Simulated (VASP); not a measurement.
A run of VASP 6.6.1 is set up as follows.

Contents of INCAR:

```
SYSTEM = Si16Ge
  ALGO = Normal
  EDIFF = 1E-6
  ENCUT = 520
  GGA = PS
  ISIF = 2
  ISMEAR = -1
  LASPH = .True.
  LCHARG = .False.
  LREAL = Auto
  LWAVE = .False.
  NBANDS = 53
  NELM = 60
  PREC = Accurate
  SIGMA = 0.05
```

The input KPOINTS:

```
k-points
0
Gamma
  2 2 2
  0 0 0
```

File POSCAR:

```
Si16Ge
1.0
    0.0000000000      5.4300000000      5.4300000000
    5.4300000000      0.0000000000      5.4300000000
    5.4300000000      5.4300000000      0.0000000000
Si Ge
16 1
Direct
    0.0084989871      0.0093183241     -0.0272562615
    0.1186429098      0.1192626151      0.1216042357
   -0.0002981584      0.0005659300      0.4925904236
    0.1323555249      0.1336667587      0.6000297422
   -0.0248007366      0.5085167587      0.0075633517
    0.1186835175      0.6403824125      0.1215501842
   -0.0001985267      0.5068510129      0.4925186004
    0.1137122468      0.6292477901      0.6275273481
    0.5079209024     -0.0245383978      0.0074674954
    0.6395883978      0.1194224678      0.1214966851
    0.5055413444      0.0009441068      0.4924105893
    0.6283984346      0.1143960405      0.6273881215
    0.5080848066      0.5091203499      0.0073872007
    0.6118693370      0.6121623389      0.1637383978
    0.4898057090      0.4904854512      0.5290642726
    0.6285035912      0.6296604972      0.6272634438
    0.3589337017      0.3591675875      0.9227104972
```

Potentials or basis: VASP PAW PBE potentials, release 64 (Si, Ge_d).

Launch:

```bash
$ cat potpaw_PBE.64/Si/POTCAR potpaw_PBE.64/Ge_d/POTCAR > POTCAR
$ mpirun -np 1 vasp_std > vasp.out
```

Q: Predict the largest force.

A: 0.273 eV/Å.

Q: What does it give for the pressure?

A: 4.5 GPa.

Q: Predict the band gap on the k mesh.

A: Zero (bands 39 and 40 overlap by 0.23 eV).

Stress tensor (GPa, compression positive):
```
 4.47 -0.19  0.19
-0.19  4.47  0.19
 0.19  0.19  4.46
```

Caveat: the k points lie up to 0.50 Å⁻¹ apart; the PAW data sets were made with another functional, which shifts forces and pressure a little.
